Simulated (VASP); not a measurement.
# Al2Pt (Fm-3m) in VASP: single point with PBEsol

Aim: the single point of Al2Pt with PBEsol.

Everything below comes from runs of VASP 6.6.1. Logs are shortened: lines on timing, memory, paths and dates and some standing lists are left out, and cuts for length are marked.

## (1) The cell of the first run

It takes space group Fm-3m (No. 225, cubic). The conventional cell has a = 5.897 Å, b = 5.897 Å, c = 5.897 Å, α = 90.00°, β = 90.00°, γ = 90.00°. Al (site symmetry -43m) has 4 Pt at 2.55 Å and 6 Al at 2.95 Å within 3.4 Å. Within 3.4 Å of Pt (site symmetry m-3m) lie 8 Al at 2.55 Å.

## (2) Single point, PBEsol

File INCAR:

```
SYSTEM = Al2Pt
PREC = Accurate
ENCUT = 520
EDIFF = 1E-6
ISMEAR = 0
SIGMA = 0.15
LREAL = .FALSE.
LASPH = .TRUE.
NELM = 80
ALGO = Fast
ISIF = 2
LWAVE = .FALSE.
LCHARG = .FALSE.
GGA = PS
NBANDS = 34
```

File KPOINTS:

```
regular mesh
0
G
  11 11 4
  0 0 0
```

File POSCAR:

```
Al2Pt
1.0
    2.9482572969     -2.9482572969      0.0000000000
    2.9482572969      0.0000000000     -2.9482572969
    5.8965145937      5.8965145937      5.8965145937
Al Pt
6 3
Direct
    0.6666666667      0.6666666667      0.5833333333
    1.0000000000      0.0000000000      0.2500000000
    0.3333333333      0.3333333333      0.9166666667
    0.6666666667      0.6666666667      0.0833333333
    1.0000000000      0.0000000000      0.7500000000
    0.3333333333      0.3333333333      0.4166666667
    0.3333333333      0.3333333333      0.6666666667
    0.6666666667      0.6666666667      0.3333333333
    1.0000000000      0.0000000000      0.0000000000
```

Potentials or basis: VASP PAW PBE potentials, release 64 (Al, Pt).

On the command line:

```sh
cat potpaw_PBE.64/Al/POTCAR potpaw_PBE.64/Pt/POTCAR > POTCAR
mpirun -np 1 vasp_std > vasp.out
```

OUTCAR:

```text
SYSTEM = Al2Pt
   PREC = Accurate
   ENCUT = 520
   EDIFF = 1E-6
   ISMEAR = 0
   LREAL = .FALSE.
   LASPH = .TRUE.
   NELM = 80
   ISIF = 2
   GGA = PS

 ion  position               nearest neighbor table
   1  0.667  0.667  0.583-   8 2.55   7 2.55   7 2.55   7 2.55   6 2.95   6 2.95   5 2.95   6 2.95
                             5 2.95   5 2.95
   2  0.000  0.000  0.250-   8 2.55   9 2.55   8 2.55   8 2.55   4 2.95   6 2.95   4 2.95   4 2.95
                             6 2.95   6 2.95
   3  0.333  0.333  0.917-   9 2.55   7 2.55   9 2.55   9 2.55   4 2.95   4 2.95   4 2.95   5 2.95
                             5 2.95   5 2.95
   4  0.667  0.667  0.083-   9 2.55   8 2.55   9 2.55   9 2.55   3 2.95   3 2.95   2 2.95   3 2.95
                             2 2.95   2 2.95
   5  0.000  0.000  0.750-   7 2.55   9 2.55   7 2.55   7 2.55   1 2.95   3 2.95   3 2.95   1 2.95
                             3 2.95   1 2.95
   6  0.333  0.333  0.417-   7 2.55   8 2.55   8 2.55   8 2.55   1 2.95   1 2.95   1 2.95   2 2.95
                             2 2.95   2 2.95
   7  0.333  0.333  0.667-   5 2.55   3 2.55   6 2.55   5 2.55   5 2.55   1 2.55   1 2.55   1 2.55

   8  0.667  0.667  0.333-   2 2.55   1 2.55   4 2.55   6 2.55   6 2.55   2 2.55   2 2.55   6 2.55

   9  0.000  0.000  0.000-   3 2.55   4 2.55   2 2.55   5 2.55   4 2.55   4 2.55   3 2.55   3 2.55

  LATTYP: Found a hexagonal cell.
 ALAT       =     4.1694654546
 C/A-ratio  =     2.4494897427

  Lattice vectors:

 A1 = (  -2.9482572969,   0.0000000000,   2.9482572969)
 A2 = (   2.9482572969,  -2.9482572969,   0.0000000000)
 A3 = (   5.8965145937,   5.8965145937,   5.8965145937)

Analysis of symmetry for initial positions (statically):
=====================================================================
 Subroutine PRICEL returns following result:

  LATTYP: Found a face centered cubic cell.
 ALAT       =     5.8965145934

  Lattice vectors:

 A1 = (  -2.9482572969,  -2.9482572966,   0.0000000003)
 A2 = (  -0.0000000000,  -2.9482572960,   2.9482572978)
 A3 = (  -2.9482572969,   0.0000000000,   2.9482572969)

   3 primitive cells build up your supercell.

 Routine SETGRP: Setting up the symmetry group for a
 hexagonal supercell.

 Subroutine GETGRP returns: Found 12 space group operations
 (whereof 12 operations were pure point group operations)
 out of a pool of 24 trial point group operations.

The static configuration has the point symmetry D_3d.

Analysis of symmetry for dynamics (positions and initial velocities):
=====================================================================
 Subroutine PRICEL returns following result:

  LATTYP: Found a face centered cubic cell.
 ALAT       =     5.8965145934

  Lattice vectors:

 A1 = (  -2.9482572969,  -2.9482572966,   0.0000000003)
 A2 = (  -0.0000000000,  -2.9482572960,   2.9482572978)
 A3 = (  -2.9482572969,   0.0000000000,   2.9482572969)

   3 primitive cells build up your supercell.

 Routine SETGRP: Setting up the symmetry group for a
 hexagonal supercell.

 Subroutine GETGRP returns: Found 12 space group operations
 (whereof 12 operations were pure point group operations)
 out of a pool of 24 trial point group operations.

The dynamic configuration has the point symmetry D_3d.

 Subroutine INISYM returns: Found 12 space group operations
 (whereof 12 operations are pure point group operations),
 and found     3 'primitive' translations

----------------------------------------------------------------------------------------

                                     Primitive cell

  volume of cell :      51.2538

  direct lattice vectors                    reciprocal lattice vectors
    -2.948257297 -2.948257297  0.000000000    -0.169591711 -0.169591711 -0.169591711
    -0.000000000 -2.948257296  2.948257298     0.169591711 -0.169591711  0.169591711
    -2.948257297  0.000000000  2.948257297    -0.169591711  0.169591711  0.169591711

  length of vectors
     4.169465454  4.169465455  4.169465455     0.293741460  0.293741460  0.293741460

  position of ions in fractional coordinates (direct lattice)
     0.250000000  0.250000000  0.250000000
     0.750000000  0.750000000  0.750000000
     0.000000000  0.000000000  1.000000000

  ion indices of the primitive-cell ions
   primitive index   ion index
                 1           1
                 2           5
                 3           8

----------------------------------------------------------------------------------------

 KPOINTS: regular mesh

Automatic generation of k-mesh.
 Grid dimensions read from file:
 generate k-points for:   11   11    4

 Generating k-lattice:

  Cartesian coordinates                     Fractional coordinates (reciprocal lattice)
     0.010278286 -0.020556571  0.010278286     0.090909091  0.000000000  0.000000000
     0.010278286  0.010278286 -0.020556571     0.000000000  0.090909091  0.000000000
     0.014132643  0.014132643  0.014132643     0.000000000  0.000000000  0.250000000

  Length of vectors
     0.025176555  0.025176555  0.024478455

  Shift w.r.t. Gamma in fractional coordinates (k-lattice)
     0.000000000  0.000000000  0.000000000

 Subroutine IBZKPT returns following result:
 ===========================================

 Found     58 irreducible k-points:

 Following reciprocal coordinates:
            Coordinates               Weight
  0.000000  0.000000  0.000000      1.000000
  0.090909  0.000000  0.000000      6.000000
  0.181818  0.000000  0.000000      6.000000
  0.272727  0.000000  0.000000      6.000000
  0.363636  0.000000  0.000000      6.000000
  0.454545  0.000000  0.000000      6.000000
[... 16 lines left out ...]
  0.272727  0.272727  0.250000      6.000000
  0.363636  0.000000  0.250000      6.000000
 [... further k-points ...]
   k-points           NKPTS =     58   k-points in BZ     NKDIM =     58   number of bands    NBANDS=     34
   number of dos      NEDOS =    301   number of ions     NIONS =      9
   total plane-waves  NPLWV =  81920
   dimension x,y,z NGX =    32 NGY =   32 NGZ =   80
   dimension x,y,z NGXF=    64 NGYF=   64 NGZF=  160
   ions per type =               6   3
   NGX,Y,Z   is equivalent  to a cutoff of  12.76, 12.76, 13.02 a.u.
   NGXF,Y,Z  is equivalent  to a cutoff of  25.52, 25.52, 26.04 a.u.
 SYSTEM =  Al2Pt
   PREC   = accura    normal or accurate (medium, high low for compatibility)
   ISTART =      0    job   : 0-new  1-cont  2-samecut
   ICHARG =      2    charge: 1-file 2-atom 10-const
   ISPIN  =      1    spin polarized calculation?
   LNONCOLLINEAR =      F non collinear calculations
   LSORBIT =      F    spin-orbit coupling
   LASPH  =      T    aspherical Exc in radial PAW
   ENCUT  =  520.0 eV  38.22 Ry    6.18 a.u.   7.75  7.75 18.99*2*pi/ulx,y,z
   NELM   =     80;   NELMIN=  2; NELMDL= -5     # of ELM steps
   EDIFF  = 0.1E-05   stopping-criterion for ELM
   LREAL  =      F    real-space projection
   EDIFFG = 0.1E-04   stopping-criterion for IOM
   NSW    =      0    number of steps for IOM
   IBRION =     -1    ionic relax: 0-MD 1-quasi-New 2-CG
   NFREE  =      0    steps in history (QN), initial steepest desc. (CG)
   ISIF   =      2    stress and relaxation
   ISYM   =      2    0-nonsym 1-usesym 2-fastsym
   POTIM  = 0.5000    time-step for ionic-motion
   TEBEG  =    0.0;   TEEND  =   0.0 temperature during run
   PSTRESS=    0.0 pullay stress
   NELECT =      48.0000    total number of electrons
   NUPDOWN=      -1.0000    fix difference up-down
   EMIN   =  10.00;   EMAX   =-10.00  energy-range for DOS
   EFERMI =   0.00;   METHOD = LEGACY
   ISMEAR =     0;   SIGMA  =   0.15  broadening in eV -4-tet -1-fermi 0-gaus
   EFERMI_NEDOS =   21; number of points for ismear=-14 and -15
   IALGO  =     68    algorithm
   IMIX   =      4    mixing-type and parameters
     AMIX     =   0.40;   BMIX     =  1.00
     AMIX_MAG =   1.60;   BMIX_MAG =  1.00
  volume/ion in A,a.u.               =      17.08       115.29
  Fermi-wavevector in a.u.,A,eV,Ry     =   1.110553  2.098642 16.780458  1.233329
  Thomas-Fermi vector in A             =   2.247106
   LORBIT       =      0    0 simple, 1 ext, 2 COOP (PROOUT), +10 PAW based schemes
   GGA     = PS    functional components
   LHFCALC =     F    Hartree Fock is set to
   AEXX    =    0.0000 exact exchange contribution
   IVDW    =     0    specifies the selected vdW correction
   LEPSILON=     F    determine dielectric tensor
   LRPA    =     F    only Hartree local field effects (RPA)
 non-spin polarized calculation
 RMM-DIIS sequential band-by-band and
 Gauss-broadening in eV      SIGMA  =   0.15
  energy-cutoff  :      520.00
  volume of cell :      153.76
 maximum number of plane-waves:      4171
   NGX = 15   NGY = 15   NGZ = 37

 number of electron      48.0000000 magnetization

 Free energy of the ion-electron system (eV)
  ---------------------------------------------------
  ext. energy  EPLUGINS =         0.00000000
  ---------------------------------------------------
  free energy    TOTEN  =       -53.32080256 eV

  energy without entropy =      -53.28147819  energy(sigma->0) =      -53.30114038

 E-fermi :   7.8710     XC(G=0): -10.8423

 val. band max:        7.8695831527   @ k =   0.2727   0.0909   0.5000
 cond. band min:       7.8902030899   @ k =   0.3636   0.4545   0.2500
 fundamental gap:      0.0206199372
 Fermi energy:         7.8709928042

 k-point     1 :       0.0000    0.0000    0.0000
  band No.  band energies     occupation
      1      -2.4136      2.00000
      2      -0.9883      2.00000
      3      -0.9883      2.00000
      4       2.1279      2.00000
      5       2.1279      2.00000
      6       2.7764      2.00000
[... 26 lines left out ...]
     33      13.2266      0.00000
     34      13.2330      0.00000

 k-point     2 :       0.0909    0.0000    0.0000
  band No.  band energies     occupation
      1      -2.3116      2.00000
      2      -0.8885      2.00000
      3      -0.8863      2.00000
      4       2.1058      2.00000
      5       2.1135      2.00000
      6       2.7161      2.00000
[... 26 lines left out ...]
     33      13.5472      0.00000
     34      13.5694      0.00000
[... 775 lines left out ...]
     33      13.2815      0.00000
     34      13.3842      0.00000

 k-point    24 :       0.3636    0.0000    0.2500
  band No.  band energies     occupation
      1      -0.8382      2.00000
      2      -0.0078      2.00000
      3       0.8571      2.00000
      4       1.8855      2.00000
      5       1.8976      2.00000
      6       2.0753      2.00000
[... 26 lines left out ...]
     33      13.2818      0.00000
     34      13.4013      0.00000

 [... further k-points ...]
[... 5 lines left out ...]
  --------------------------------------------------------------------------------------
  -------------------------------------------------------------------------------------
  Total        0.0374970      0.0374970      0.0374970     -0.0579660     -0.0579660     -0.0579660
  in kB        0.3907150      0.3907150      0.3907150     -0.6039992     -0.6039992     -0.6039992
  external PRESSURE =       0.3907150 kB  Pullay stress =       0.0000000 kB

 VOLUME and BASIS-vectors are now :
 -----------------------------------------------------------------------------
  energy-cutoff  :      520.00
  volume of cell :      153.76
      direct lattice vectors                 reciprocal lattice vectors
     2.948257297 -2.948257297  0.000000000     0.113061141 -0.226122282  0.113061141
     2.948257297  0.000000000 -2.948257297     0.113061141  0.113061141 -0.226122282
     5.896514594  5.896514594  5.896514594     0.056530570  0.056530570  0.056530570

 POSITION                                       TOTAL-FORCE (eV/Angst)
 -----------------------------------------------------------------------------------
      7.37064      1.47413      1.47413         0.005709      0.005709      0.005709
      1.47413      1.47413      1.47413         0.005709      0.005709      0.005709
      7.37064      4.42239      4.42239         0.005709      0.005709      0.005709
      4.42239     -1.47413     -1.47413        -0.005709     -0.005709     -0.005709
      4.42239      4.42239      4.42239        -0.005709     -0.005709     -0.005709
      4.42239      1.47413      1.47413        -0.005709     -0.005709     -0.005709
      5.89651      2.94826      2.94826        -0.000000      0.000000      0.000000
      5.89651     -0.00000     -0.00000        -0.000000      0.000000      0.000000
      0.00000      0.00000      0.00000        -0.000000      0.000000      0.000000
 -----------------------------------------------------------------------------------
    total drift:                               -0.000000     -0.000000     -0.000000

  FREE ENERGIE OF THE ION-ELECTRON SYSTEM (eV)
  ---------------------------------------------------
  free  energy   TOTEN  =       -53.3208025601 eV

  energy  without entropy=      -53.2814781906  energy(sigma->0) =      -53.30114038
```

Wall time 9.2 min (1 thread of Intel Xeon 8259CL, shared host); peak memory 0.42 GiB.

Results:

```yaml
Free_energy: -53.3208 eV
Pressure: 0.0 GPa
Band_gap_on_the_k_mesh: zero (bands 24 and 25 overlap by 3.95 eV)
```

Caveat: the PAW data sets were made with another functional, which shifts forces and pressure a little; spin-orbit coupling is left out, which moves the levels of the heavy elements.

The gap in the log of VASP goes by the Fermi energy; the results here count the filled bands.